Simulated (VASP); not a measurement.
# AlNi3 (Pm-3m) in VASP: single point with PBEsol

Aim: the single point of AlNi3 with PBEsol.

Everything below comes from runs of VASP 6.6.1. Logs are shortened: lines on timing, memory, paths and dates and some standing lists are left out, and cuts for length are marked.

**1. The cell of the first run**

The structure is cubic, space group Pm-3m (No. 221). Conventional cell: a = 3.356 Å, b = 3.356 Å, c = 3.356 Å, α = 90.00°, β = 90.00°, γ = 90.00°. Al (site symmetry m-3m) has 12 Ni at 2.37 Å within 3.1 Å. Ni (site symmetry 4/mmm) has 4 Al at 2.37 Å and 8 Ni at 2.37 Å within 3.1 Å.

**2. Single point, PBEsol, collinear spin, ferromagnetic start**

INCAR reads:

```
PREC = Accurate
ENCUT = 520
EDIFF = 1E-7
ISMEAR = 0
SIGMA = 0.05
LREAL = False
LASPH = True
NELM = 150
ALGO = Normal
ISIF = 2
LWAVE = False
LCHARG = False
ISPIN = 2
MAGMOM = 0 0.5 0.5 0.5
LORBIT = 11
LMAXMIX = 4
GGA = PS
NBANDS = 28
```

KPOINTS reads:

```
Automatic mesh
0
Gamma
  20 20 20
```

POSCAR reads:

```
AlNi3
1.0
    3.3561389276      0.0000000000      0.0000000000
    0.0000000000      3.3561389276      0.0000000000
    0.0000000000      0.0000000000      3.3561389276
Al Ni
1 3
Direct
    0.0000000000      0.0000000000      0.0000000000
    0.0000000000      0.5000000000      0.5000000000
    0.5000000000      0.0000000000      0.5000000000
    0.5000000000      0.5000000000      0.0000000000
```

Potentials or basis: VASP PAW PBE potentials, release 64 (Al, Ni).

On the command line:

```bash
cat potpaw_PBE.64/Al/POTCAR potpaw_PBE.64/Ni/POTCAR > POTCAR
mpirun -np 1 vasp_std > vasp.out
```

OUTCAR:

```text
PREC = Accurate
   ENCUT = 520
   EDIFF = 1E-7
   ISMEAR = 0
   LREAL = False
   LASPH = True
   NELM = 150
   ISIF = 2
   ISPIN = 2
   LORBIT = 11
   GGA = PS

 ion  position               nearest neighbor table
   1  0.000  0.000  0.000-   2 2.37   3 2.37   4 2.37   2 2.37   3 2.37   2 2.37   4 2.37   2 2.37
                             3 2.37   4 2.37   3 2.37   4 2.37
   2  0.000  0.500  0.500-   1 2.37   3 2.37   4 2.37   1 2.37   4 2.37   1 2.37   3 2.37   1 2.37
                             3 2.37   4 2.37   4 2.37   3 2.37
   3  0.500  0.000  0.500-   1 2.37   2 2.37   4 2.37   1 2.37   4 2.37   2 2.37   4 2.37   4 2.37
                             1 2.37   2 2.37   1 2.37   2 2.37
   4  0.500  0.500  0.000-   1 2.37   2 2.37   3 2.37   2 2.37   3 2.37   1 2.37   3 2.37   3 2.37
                             1 2.37   2 2.37   2 2.37   1 2.37

  LATTYP: Found a simple cubic cell.
 ALAT       =     3.3561389276

  Lattice vectors:

 A1 = (   3.3561389276,   0.0000000000,   0.0000000000)
 A2 = (   0.0000000000,   3.3561389276,   0.0000000000)
 A3 = (   0.0000000000,   0.0000000000,   3.3561389276)

Analysis of symmetry for initial positions (statically):
=====================================================================
 Subroutine PRICEL returns:
 Original cell was already a primitive cell.

 Routine SETGRP: Setting up the symmetry group for a
 simple cubic supercell.

 Subroutine GETGRP returns: Found 48 space group operations
 (whereof 48 operations were pure point group operations)
 out of a pool of 48 trial point group operations.

The static configuration has the point symmetry O_h .

Analysis of symmetry for dynamics (positions and initial velocities):
=====================================================================
 Subroutine PRICEL returns:
 Original cell was already a primitive cell.

 Routine SETGRP: Setting up the symmetry group for a
 simple cubic supercell.

 Subroutine GETGRP returns: Found 48 space group operations
 (whereof 48 operations were pure point group operations)
 out of a pool of 48 trial point group operations.

The dynamic configuration has the point symmetry O_h .

Analysis of structural, dynamic, and magnetic symmetry:
=====================================================================
 Subroutine PRICEL returns:
 Original cell was already a primitive cell.

 Routine SETGRP: Setting up the symmetry group for a
 simple cubic supercell.

 Subroutine GETGRP returns: Found 48 space group operations
 (whereof 48 operations were pure point group operations)
 out of a pool of 48 trial point group operations.

The overall configuration has the point symmetry O_h .

 Subroutine INISYM returns: Found 48 space group operations
 (whereof 48 operations are pure point group operations),
 and found     1 'primitive' translations

----------------------------------------------------------------------------------------

                                     Primitive cell

  volume of cell :      37.8024

  direct lattice vectors                    reciprocal lattice vectors
     3.356138928  0.000000000  0.000000000     0.297961444  0.000000000  0.000000000
     0.000000000  3.356138928  0.000000000     0.000000000  0.297961444  0.000000000
     0.000000000  0.000000000  3.356138928     0.000000000  0.000000000  0.297961444

  length of vectors
     3.356138928  3.356138928  3.356138928     0.297961444  0.297961444  0.297961444

  position of ions in fractional coordinates (direct lattice)
     0.000000000  0.000000000  0.000000000
     0.000000000  0.500000000  0.500000000
     0.500000000  0.000000000  0.500000000
     0.500000000  0.500000000  0.000000000

  ion indices of the primitive-cell ions
   primitive index   ion index
                 1           1
                 2           2
                 3           3
                 4           4

----------------------------------------------------------------------------------------

 KPOINTS: Automatic mesh

Automatic generation of k-mesh.
 Grid dimensions read from file:
 generate k-points for:   20   20   20

 Generating k-lattice:

  Cartesian coordinates                     Fractional coordinates (reciprocal lattice)
     0.014898072  0.000000000  0.000000000     0.050000000  0.000000000  0.000000000
     0.000000000  0.014898072  0.000000000     0.000000000  0.050000000  0.000000000
     0.000000000  0.000000000  0.014898072     0.000000000  0.000000000  0.050000000

  Length of vectors
     0.014898072  0.014898072  0.014898072

  Shift w.r.t. Gamma in fractional coordinates (k-lattice)
     0.000000000  0.000000000  0.000000000

 Subroutine IBZKPT returns following result:
 ===========================================

 Found    286 irreducible k-points:

 Following reciprocal coordinates:
            Coordinates               Weight
  0.000000  0.000000  0.000000      1.000000
  0.050000  0.000000  0.000000      6.000000
  0.100000  0.000000  0.000000      6.000000
  0.150000  0.000000  0.000000      6.000000
  0.200000  0.000000  0.000000      6.000000
  0.250000  0.000000  0.000000      6.000000
[... 16 lines left out ...]
  0.150000  0.100000  0.000000     24.000000
  0.200000  0.100000  0.000000     24.000000
 [... further k-points ...]
   k-points           NKPTS =    286   k-points in BZ     NKDIM =    286   number of bands    NBANDS=     28
   number of dos      NEDOS =    301   number of ions     NIONS =      4
   total plane-waves  NPLWV =  21952
   dimension x,y,z NGX =    28 NGY =   28 NGZ =   28
   dimension x,y,z NGXF=    56 NGYF=   56 NGZF=   56
   ions per type =               1   3
   NGX,Y,Z   is equivalent  to a cutoff of  13.87, 13.87, 13.87 a.u.
   NGXF,Y,Z  is equivalent  to a cutoff of  27.74, 27.74, 27.74 a.u.
 SYSTEM =  unknown system
   PREC   = accura    normal or accurate (medium, high low for compatibility)
   ISTART =      0    job   : 0-new  1-cont  2-samecut
   ICHARG =      2    charge: 1-file 2-atom 10-const
   ISPIN  =      2    spin polarized calculation?
   LNONCOLLINEAR =      F non collinear calculations
   LSORBIT =      F    spin-orbit coupling
   LASPH  =      T    aspherical Exc in radial PAW
   ENCUT  =  520.0 eV  38.22 Ry    6.18 a.u.   6.24  6.24  6.24*2*pi/ulx,y,z
   NELM   =    150;   NELMIN=  2; NELMDL= -5     # of ELM steps
   EDIFF  = 0.1E-06   stopping-criterion for ELM
   LREAL  =      F    real-space projection
   EDIFFG = 0.1E-05   stopping-criterion for IOM
   NSW    =      0    number of steps for IOM
   IBRION =     -1    ionic relax: 0-MD 1-quasi-New 2-CG
   NFREE  =      0    steps in history (QN), initial steepest desc. (CG)
   ISIF   =      2    stress and relaxation
   ISYM   =      2    0-nonsym 1-usesym 2-fastsym
   POTIM  = 0.5000    time-step for ionic-motion
   TEBEG  =    0.0;   TEEND  =   0.0 temperature during run
   PSTRESS=    0.0 pullay stress
   NELECT =      33.0000    total number of electrons
   NUPDOWN=      -1.0000    fix difference up-down
   EMIN   =  10.00;   EMAX   =-10.00  energy-range for DOS
   EFERMI =   0.00;   METHOD = LEGACY
   ISMEAR =     0;   SIGMA  =   0.05  broadening in eV -4-tet -1-fermi 0-gaus
   EFERMI_NEDOS =   21; number of points for ismear=-14 and -15
   IALGO  =     38    algorithm
   IMIX   =      4    mixing-type and parameters
     AMIX     =   0.40;   BMIX     =  1.00
     AMIX_MAG =   1.60;   BMIX_MAG =  1.00
  volume/ion in A,a.u.               =       9.45        63.78
  Fermi-wavevector in a.u.,A,eV,Ry     =   1.564610  2.956685 33.307140  2.448006
  Thomas-Fermi vector in A             =   2.667209
   LORBIT       =     11    0 simple, 1 ext, 2 COOP (PROOUT), +10 PAW based schemes
   GGA     = PS    functional components
   LHFCALC =     F    Hartree Fock is set to
   AEXX    =    0.0000 exact exchange contribution
   IVDW    =     0    specifies the selected vdW correction
   LEPSILON=     F    determine dielectric tensor
   LRPA    =     F    only Hartree local field effects (RPA)
 spin polarized calculation
 Gauss-broadening in eV      SIGMA  =   0.05
  energy-cutoff  :      520.00
  volume of cell :       37.80
 maximum number of plane-waves:      1064
 NGX is ok and might be reduce to    28
   NGX = 13   NGY = 13   NGZ = 13

 number of electron      33.0000045 magnetization       0.5058805

 Free energy of the ion-electron system (eV)
  ---------------------------------------------------
  ext. energy  EPLUGINS =         0.00000000
  ---------------------------------------------------
  free energy    TOTEN  =       -23.66079252 eV

  energy without entropy =      -23.65585022  energy(sigma->0) =      -23.65832137

 E-fermi :  11.9343     XC(G=0): -13.8220

 val. band max:       11.9341225512   @ k =   0.1000   0.1000   0.1000
 cond. band min:      11.9366695678   @ k =   0.3000   0.1500   0.1500
 fundamental gap:      0.0025470166
 Fermi energy:        11.9343211660

 spin component 1

 k-point     1 :       0.0000    0.0000    0.0000
  band No.  band energies     occupation
      1       0.7040      1.00000
      2       6.5026      1.00000
      3       7.3205      1.00000
      4       7.3205      1.00000
      5       7.7836      1.00000
      6       7.7836      1.00000
[... 733 lines left out ...]
     27      26.6541      0.00000
     28      27.2867      0.00000

 [... further k-points ...]

 spin component 2

 k-point     1 :       0.0000    0.0000    0.0000
  band No.  band energies     occupation
      1       0.6924      1.00000
      2       6.5671      1.00000
      3       7.4268      1.00000
      4       7.4268      1.00000
      5       7.9723      1.00000
      6       7.9723      1.00000
[... 733 lines left out ...]
     27      26.6634      0.00000
     28      27.3030      0.00000

 [... further k-points ...]

------------------------ aborting loop because EDIFF is reached ----------------------------------------

  FORCE on cell =-STRESS in cart. coord.  units (eV):
  Direction    XX          YY          ZZ          XY          YZ          ZX
  --------------------------------------------------------------------------------------
  -------------------------------------------------------------------------------------
  Total        9.3944183      9.3944183      9.3944183      0.0000000     -0.0000000      0.0000000
  in kB      398.1628020    398.1628020    398.1628020      0.0000000     -0.0000000      0.0000000
  external PRESSURE =     398.1628020 kB  Pullay stress =       0.0000000 kB

 VOLUME and BASIS-vectors are now :
 -----------------------------------------------------------------------------
  energy-cutoff  :      520.00
  volume of cell :       37.80
      direct lattice vectors                 reciprocal lattice vectors
     3.356138928  0.000000000  0.000000000     0.297961444  0.000000000  0.000000000
     0.000000000  3.356138928  0.000000000     0.000000000  0.297961444  0.000000000
     0.000000000  0.000000000  3.356138928     0.000000000  0.000000000  0.297961444

 POSITION                                       TOTAL-FORCE (eV/Angst)
 -----------------------------------------------------------------------------------
      0.00000      0.00000      0.00000         0.000000      0.000000      0.000000
      0.00000      1.67807      1.67807         0.000000      0.000000      0.000000
      1.67807      0.00000      1.67807         0.000000      0.000000      0.000000
      1.67807      1.67807      0.00000         0.000000      0.000000      0.000000
 -----------------------------------------------------------------------------------
    total drift:                                0.000000      0.000000      0.000000

  FREE ENERGIE OF THE ION-ELECTRON SYSTEM (eV)
  ---------------------------------------------------
  free  energy   TOTEN  =       -23.6607925157 eV

  energy  without entropy=      -23.6558502159  energy(sigma->0) =      -23.65832137

 total charge

# of ion       s       p       d       tot
------------------------------------------
    1        0.433   0.475   0.000   0.908
    2        0.584   0.704   8.490   9.777
    3        0.584   0.704   8.490   9.777
    4        0.584   0.704   8.490   9.777
--------------------------------------------------
tot          2.184   2.586  25.471  30.240

 magnetization (x)

# of ion       s       p       d       tot
------------------------------------------
    1       -0.000  -0.006   0.000  -0.006
    2       -0.002  -0.007   0.183   0.174
    3       -0.002  -0.007   0.183   0.174
    4       -0.002  -0.007   0.183   0.174
--------------------------------------------------
tot         -0.007  -0.026   0.549   0.517
```

Run time: 12 min. Hardware: 1 thread of Oxide Virtual Turin-like, shared host; peak memory 0.48 GiB.

What came out:

| Item | Value |
| --- | --- |
| Free energy | -23.6608 eV |
| Pressure | 39.8 GPa |
| Net moment | 0.51 μB per cell |
| Site moments | Al -0.01; Ni +0.17 μB |
| Valence electrons inside the program's atomic spheres | Al 0.91; Ni 9.78 |

Levels at points of the mesh, in eV from the Fermi level:
Spin up:
| k point | band 15 | band 16 | band 17 | band 18 | band 19 | band 20 |
| --- | --- | --- | --- | --- | --- | --- |
| (0.00, 0.00, 0.00) | 0.08 | 0.08 | 0.91 | 0.91 | 0.91 | 7.61 |
| (0.50, 0.00, 0.00) | -1.23 | -0.53 | 0.08 | 6.18 | 6.18 | 6.50 |
| (0.50, 0.50, 0.00) | -1.13 | -1.11 | -0.68 | 1.21 | 1.21 | 9.05 |
| (0.50, 0.50, 0.50) | -1.27 | -0.50 | -0.16 | -0.16 | -0.16 | 4.70 |
Spin down:
```csv
k point,band 13,band 14,band 15,band 16,band 17,band 18,band 19,band 20
"(0.00, 0.00, 0.00)",0.00,0.37,0.37,0.37,0.90,0.90,0.90,7.68
"(0.50, 0.00, 0.00)",-1.23,-1.23,-1.06,-0.39,0.38,6.23,6.23,6.55
"(0.50, 0.50, 0.00)",-1.45,-1.35,-0.99,-0.84,-0.58,1.41,1.41,9.09
"(0.50, 0.50, 0.50)",-1.47,-1.13,-1.13,-0.50,0.09,0.09,0.09,4.77
```

Caveat: the cell stands under pressure; the PAW data sets were made with another functional, which shifts forces and pressure a little.
